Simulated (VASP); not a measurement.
# ZnAu (P4mm) in VASP: further runs

The runs below take ZnAu through single point, with PBEsol.

Program: VASP 6.6.1. These are calculated values, not measurements. Logs are shortened: lines on timing, memory, paths and dates and some standing lists are left out, and cuts for length are marked.

**1. The cell of the first run**

Symmetry: P4mm, No. 99, tetragonal system. Conventional cell: a = 3.147 Å, b = 3.147 Å, c = 3.147 Å, α = 90.00°, β = 90.00°, γ = 90.00°. Zn (site symmetry 4mm) has 8 Au at 2.59 to 2.88 Å and 6 Zn at 3.15 Å within 3.4 Å. Within 3.4 Å of Au (site symmetry 4mm) lie 8 Zn at 2.59 to 2.88 Å and 6 Au at 3.15 Å.

**2. Single point, PBEsol**

Contents of INCAR:

```
SYSTEM = ZnAu
PREC = Accurate
ENCUT = 520
EDIFF = 1E-6
ISMEAR = 0
SIGMA = 0.15
LREAL = .False.
LASPH = .True.
NELM = 100
ALGO = Normal
ISIF = 2
LWAVE = .False.
LCHARG = .False.
GGA = PS
NBANDS = 18
```

Contents of KPOINTS:

```
regular mesh
0
Gamma
  16 16 16
  0 0 0
```

Contents of POSCAR:

```
ZnAu
1.0
    3.1470000000      0.0000000000      0.0000000000
    0.0000000000      3.1470000000      0.0000000000
    0.0000000000      0.0000000000      3.1470000000
Zn Au
1 1
Direct
    0.5794407372      0.5000000000      0.5000000000
    0.0000000000      0.0000000000      0.0000000000
```

Potentials or basis: VASP PAW PBE potentials, release 64 (Zn, Au).

Started as:

```
$ cat potpaw_PBE.64/Zn/POTCAR potpaw_PBE.64/Au/POTCAR > POTCAR
$ mpirun -np 1 vasp_std > vasp.out
```

OUTCAR:

```text
SYSTEM = ZnAu
   PREC = Accurate
   ENCUT = 520
   EDIFF = 1E-6
   ISMEAR = 0
   LREAL = .False.
   LASPH = .True.
   NELM = 100
   ISIF = 2
   GGA = PS

 ion  position               nearest neighbor table
   1  0.579  0.500  0.500-   2 2.59   2 2.59   2 2.59   2 2.59   2 2.88   2 2.88   2 2.88   2 2.88

   2  0.000  0.000  0.000-   1 2.59   1 2.59   1 2.59   1 2.59   1 2.88   1 2.88   1 2.88   1 2.88

  LATTYP: Found a simple cubic cell.
 ALAT       =     3.1470000000

  Lattice vectors:

 A1 = (   3.1470000000,   0.0000000000,   0.0000000000)
 A2 = (   0.0000000000,   3.1470000000,   0.0000000000)
 A3 = (   0.0000000000,   0.0000000000,   3.1470000000)

Analysis of symmetry for initial positions (statically):
=====================================================================
 Subroutine PRICEL returns:
 Original cell was already a primitive cell.

 Routine SETGRP: Setting up the symmetry group for a
 simple cubic supercell.

 Subroutine GETGRP returns: Found  8 space group operations
 (whereof  8 operations were pure point group operations)
 out of a pool of 48 trial point group operations.

The static configuration has the point symmetry C_4v.

Analysis of symmetry for dynamics (positions and initial velocities):
=====================================================================
 Subroutine PRICEL returns:
 Original cell was already a primitive cell.

 Routine SETGRP: Setting up the symmetry group for a
 simple cubic supercell.

 Subroutine GETGRP returns: Found  8 space group operations
 (whereof  8 operations were pure point group operations)
 out of a pool of 48 trial point group operations.

The dynamic configuration has the point symmetry C_4v.

 Subroutine INISYM returns: Found  8 space group operations
 (whereof  8 operations are pure point group operations),
 and found     1 'primitive' translations

----------------------------------------------------------------------------------------

                                     Primitive cell

  volume of cell :      31.1667

  direct lattice vectors                    reciprocal lattice vectors
     3.147000000  0.000000000  0.000000000     0.317762949  0.000000000  0.000000000
     0.000000000  3.147000000  0.000000000     0.000000000  0.317762949  0.000000000
     0.000000000  0.000000000  3.147000000     0.000000000  0.000000000  0.317762949

  length of vectors
     3.147000000  3.147000000  3.147000000     0.317762949  0.317762949  0.317762949

  position of ions in fractional coordinates (direct lattice)
[... 73 lines left out ...]
   ISPIN  =      1    spin polarized calculation?
   LNONCOLLINEAR =      F non collinear calculations
   LSORBIT =      F    spin-orbit coupling
   LASPH  =      T    aspherical Exc in radial PAW
   ENCUT  =  520.0 eV  38.22 Ry    6.18 a.u.   5.85  5.85  5.85*2*pi/ulx,y,z
   NELM   =    100;   NELMIN=  2; NELMDL= -5     # of ELM steps
   EDIFF  = 0.1E-05   stopping-criterion for ELM
   LREAL  =      F    real-space projection
   EDIFFG = 0.1E-04   stopping-criterion for IOM
   NSW    =      0    number of steps for IOM
   IBRION =     -1    ionic relax: 0-MD 1-quasi-New 2-CG
   NFREE  =      0    steps in history (QN), initial steepest desc. (CG)
   ISIF   =      2    stress and relaxation
   ISYM   =      2    0-nonsym 1-usesym 2-fastsym
   POTIM  = 0.5000    time-step for ionic-motion
   TEBEG  =    0.0;   TEEND  =   0.0 temperature during run
   PSTRESS=    0.0 pullay stress
   NELECT =      23.0000    total number of electrons
   NUPDOWN=      -1.0000    fix difference up-down
   EMIN   =  10.00;   EMAX   =-10.00  energy-range for DOS
   EFERMI =   0.00;   METHOD = LEGACY
   ISMEAR =     0;   SIGMA  =   0.15  broadening in eV -4-tet -1-fermi 0-gaus
   EFERMI_NEDOS =   21; number of points for ismear=-14 and -15
   IALGO  =     38    algorithm
   IMIX   =      4    mixing-type and parameters
     AMIX     =   0.40;   BMIX     =  1.00
     AMIX_MAG =   1.60;   BMIX_MAG =  1.00
  volume/ion in A,a.u.               =      15.58       105.16
  Fermi-wavevector in a.u.,A,eV,Ry     =   1.479406  2.795672 29.778283  2.188642
  Thomas-Fermi vector in A             =   2.593568
   LORBIT       =      0    0 simple, 1 ext, 2 COOP (PROOUT), +10 PAW based schemes
   GGA     = PS    functional components
   LHFCALC =     F    Hartree Fock is set to
   AEXX    =    0.0000 exact exchange contribution
   IVDW    =     0    specifies the selected vdW correction
   LEPSILON=     F    determine dielectric tensor
   LRPA    =     F    only Hartree local field effects (RPA)
 non-spin polarized calculation
 Gauss-broadening in eV      SIGMA  =   0.15
  energy-cutoff  :      520.00
  volume of cell :       31.17
 maximum number of plane-waves:       862
 NGX is ok and might be reduce to    24
   NGX = 11   NGY = 11   NGZ = 11

 number of electron      22.9999999 magnetization

 Free energy of the ion-electron system (eV)
  ---------------------------------------------------
  ext. energy  EPLUGINS =         0.00000000
  ---------------------------------------------------
  free energy    TOTEN  =        -5.84722981 eV

  energy without entropy =       -5.84213511  energy(sigma->0) =       -5.84468246

 E-fermi :   6.9006     XC(G=0): -12.5192

 val. band max:        6.8834166156   @ k =   0.4375   0.4375   0.1875
 cond. band min:       6.9311492033   @ k =   0.4375   0.3125   0.2500
 fundamental gap:      0.0477325877
 Fermi energy:         6.9005519645

 k-point     1 :       0.0000    0.0000    0.0000
  band No.  band energies     occupation
      1      -3.7639      2.00000
      2      -1.2733      2.00000
      3      -1.1554      2.00000
      4      -0.5619      2.00000
      5      -0.4787      2.00000
      6      -0.4787      2.00000
[... 481 lines left out ...]
      5      -0.5019      2.00000
      6      -0.4433      2.00000
[... 10 lines left out ...]
     17      21.9341      0.00000
     18      23.3314      0.00000

 [... further k-points ...]
[... 5 lines left out ...]
  --------------------------------------------------------------------------------------
  -------------------------------------------------------------------------------------
  Total       -0.1881597      0.3493964      0.3493964      0.0000000      0.0000000      0.0000000
  in kB       -9.6726848     17.9613404     17.9613404      0.0000000      0.0000000      0.0000000
  external PRESSURE =       8.7499987 kB  Pullay stress =       0.0000000 kB

 VOLUME and BASIS-vectors are now :
 -----------------------------------------------------------------------------
  energy-cutoff  :      520.00
  volume of cell :       31.17
      direct lattice vectors                 reciprocal lattice vectors
     3.147000000  0.000000000  0.000000000     0.317762949  0.000000000  0.000000000
     0.000000000  3.147000000  0.000000000     0.000000000  0.317762949  0.000000000
     0.000000000  0.000000000  3.147000000     0.000000000  0.000000000  0.317762949

 POSITION                                       TOTAL-FORCE (eV/Angst)
 -----------------------------------------------------------------------------------
      1.82350      1.57350      1.57350        -0.855414      0.000000     -0.000000
      0.00000      0.00000      0.00000         0.855414      0.000000      0.000000
 -----------------------------------------------------------------------------------
    total drift:                                0.000069      0.000000     -0.000023

  FREE ENERGIE OF THE ION-ELECTRON SYSTEM (eV)
  ---------------------------------------------------
  free  energy   TOTEN  =        -5.8472298119 eV

  energy  without entropy=       -5.8421351135  energy(sigma->0) =       -5.84468246
```

It took 41 s on 1 thread of Intel Xeon 6975P-C (Granite Rapids), shared host; peak memory 0.33 GiB.

What came out:

- Free energy: -5.8472 eV
- Pressure: 0.9 GPa
- Largest force: 0.855 eV/Å
- Band gap on the k mesh: zero (an odd number of electrons rules out a gap without spin polarisation)

Forces on the atoms (eV/Å):
```
Zn  -0.855  0.000  0.000
Au   0.855  0.000  0.000
```

Levels at points of the mesh, in eV from the Fermi level:
```
           k point  band 9  band 10  band 11  band 12  band 13  band 14  band 15  band 16
(0.00, 0.00, 0.00)   -3.79    -3.79    -3.73     4.99     4.99     5.31     8.70    11.88
(0.50, 0.00, 0.00)   -4.92    -4.92    -3.87    -2.31    10.27    10.27    10.47    11.19
(0.00, 0.50, 0.00)   -4.90    -4.69    -3.83    -2.41     9.42    10.70    10.92    11.16
(0.50, 0.50, 0.00)   -4.04    -3.16    -2.06    -1.92     0.82     2.49    10.52    12.72
(0.00, 0.50, 0.50)   -4.21    -3.18    -1.96    -1.96     0.83     2.53    10.75    12.87
(0.50, 0.50, 0.50)   -3.13    -3.11     1.45     3.37     3.37     3.57     3.78     6.00
```

Caveat: the cell differs from its parent crystal (all Zn atoms moved -0.250 Å, as atom 1 towards its neighbour atom 1 (Zn) at 3.147 Å); the PAW data sets were made with another functional, which shifts forces and pressure a little; spin-orbit coupling is left out, which moves the levels of the heavy elements.

**3. Single point, PBEsol**

Contents of INCAR:

```
PREC = Accurate
ENCUT = 520
EDIFF = 1E-7
ISMEAR = 0
SIGMA = 0.15
LREAL = False
LASPH = True
NELM = 100
ALGO = Normal
ISIF = 2
LWAVE = False
LCHARG = True
GGA = PS
LELF = True
LVHAR = True
NBANDS = 18
```

Contents of KPOINTS:

```
Automatic mesh
0
Gamma
  16 16 16
```

POSCAR: that of step 2 with these lines changed.

```diff
@@ -8,3 +8,3 @@
 Direct
-    0.5794407372      0.5000000000      0.5000000000
+    0.6588814744      0.5000000000      0.5000000000
     0.0000000000      0.0000000000      0.0000000000
```

Potentials or basis: VASP PAW PBE potentials, release 64 (Zn, Au).

Started as:

```
$ cat potpaw_PBE.64/Zn/POTCAR potpaw_PBE.64/Au/POTCAR > POTCAR
$ mpirun -np 1 vasp_std > vasp.out
```

It took 46 s on 1 thread of Intel Xeon 6975P-C (Granite Rapids), shared host; peak memory 0.34 GiB.

Results (log left out):

| Property | Result |
| --- | --- |
| Free energy | -5.5274 eV |
| Pressure | 9.9 GPa |
| Largest force | 1.687 eV/Å |
| Band gap on the k mesh | zero (an odd number of electrons rules out a gap without spin polarisation) |

Forces in eV/Å, atoms in the order of the input:
```
Zn  -1.687  0.000  0.000
Au   1.687  0.000  0.000
```

Stress tensor (GPa, compression positive):
```
 1.96  0.00  0.00
 0.00 13.88  0.00
 0.00  0.00 13.88
```

Levels at points of the mesh, in eV from the Fermi level:
```
           k point  band 10  band 11  band 12  band 13  band 14  band 15
(0.00, 0.00, 0.00)    -3.99    -3.72     5.02     5.02     6.26     8.22
(0.50, 0.00, 0.00)    -4.98    -3.83    -2.23     9.42     9.42    10.56
(0.00, 0.50, 0.00)    -4.36    -3.74    -2.57     8.33    10.17    10.90
(0.50, 0.50, 0.00)    -3.25    -2.23    -1.71     0.80     2.47    10.94
(0.00, 0.50, 0.50)    -3.33    -1.87    -1.87     0.84     2.59    11.72
(0.50, 0.50, 0.50)    -3.21     1.58     2.64     2.64     3.62     3.87
```

Caveat: the cell differs from its parent crystal (all Zn atoms moved -0.500 Å, as atom 1 towards its neighbour atom 1 (Zn) at 3.147 Å); the cell stands under pressure; the PAW data sets were made with another functional, which shifts forces and pressure a little; spin-orbit coupling is left out, which moves the levels of the heavy elements.

**4. Single point, PBEsol**

Contents of INCAR:

```
  ALGO = Normal
  EDIFF = 1E-7
  ENCUT = 520
  GGA = PS
  ISIF = 2
  ISMEAR = 0
  LASPH = True
  LCHARG = True
  LELF = True
  LREAL = False
  LVHAR = True
  LWAVE = False
  NBANDS = 18
  NELM = 100
  PREC = Accurate
  SIGMA = 0.15
```

Contents of KPOINTS:

```
k-points
0
Gamma
  16 16 16
```

POSCAR: that of step 3 with these lines changed.

```diff
@@ -8,3 +8,3 @@
 Direct
-    0.6588814744      0.5000000000      0.5000000000
+    0.3808388942      0.5000000000      0.5000000000
     0.0000000000      0.0000000000      0.0000000000
```

Started as:

```
$ cat potpaw_PBE.64/Zn/POTCAR potpaw_PBE.64/Au/POTCAR > POTCAR
$ mpirun -np 1 vasp_std > vasp.out
```

It took 46 s on 1 thread of Intel Xeon 6975P-C (Granite Rapids), shared host; peak memory 0.34 GiB.

Results (log left out):

```yaml
Free_energy: -5.7134 eV
Pressure: 4.7 GPa
Largest_force: 1.283 eV/Å
Band_gap_on_the_k_mesh: zero (an odd number of electrons rules out a gap without spin polarisation)
```

Forces in eV/Å, atoms in the order of the input:
```
Zn   1.283  0.000  0.000
Au  -1.283  0.000  0.000
```

Stress tensor (GPa, compression positive):
```
0.44 0.00 0.00
0.00 6.88 0.00
0.00 0.00 6.88
```

Levels at points of the mesh, in eV from the Fermi level:
```csv
k point,band 10,band 11,band 12,band 13,band 14,band 15
"(0.00, 0.00, 0.00)",-3.88,-3.74,5.00,5.00,5.72,8.50
"(0.50, 0.00, 0.00)",-4.95,-3.87,-2.27,9.83,9.83,10.51
"(0.00, 0.50, 0.00)",-4.53,-3.79,-2.49,8.81,10.41,10.90
"(0.50, 0.50, 0.00)",-3.21,-2.13,-1.83,0.80,2.47,10.69
"(0.00, 0.50, 0.50)",-3.25,-1.92,-1.92,0.82,2.55,11.17
"(0.50, 0.50, 0.50)",-3.16,1.50,3.01,3.01,3.58,3.82
```

Caveat: the cell differs from its parent crystal (all Zn atoms moved +0.375 Å, as atom 1 towards its neighbour atom 1 (Zn) at 3.147 Å); the cell stands under pressure; the PAW data sets were made with another functional, which shifts forces and pressure a little; spin-orbit coupling is left out, which moves the levels of the heavy elements.

**5. Overview**

| cell | gap on the mesh (eV) | pressure (GPa) | largest force (eV/Å) |
| --- | --- | --- | --- |
| as given, atomic positions A | none | 0.9 | 0.86 |
| as given, atomic positions B | none | 9.9 | 1.69 |
| as given, atomic positions C | none | 4.7 | 1.28 |

Alike in all rows: task single point; level PBEsol; potentials or basis VASP PAW PBE potentials, release 64 (Zn, Au); no spin polarisation; k mesh 16 × 16 × 16; cutoff (eV) 520; smearing gaussian 0.15 eV.

Caveats: the PAW data sets were made with another functional, which shifts forces and pressure a little; spin-orbit coupling is left out, which moves the levels of the heavy elements; the cell stands under pressure (at least some runs).

Absolute energies hang on the potentials; compare differences alone.
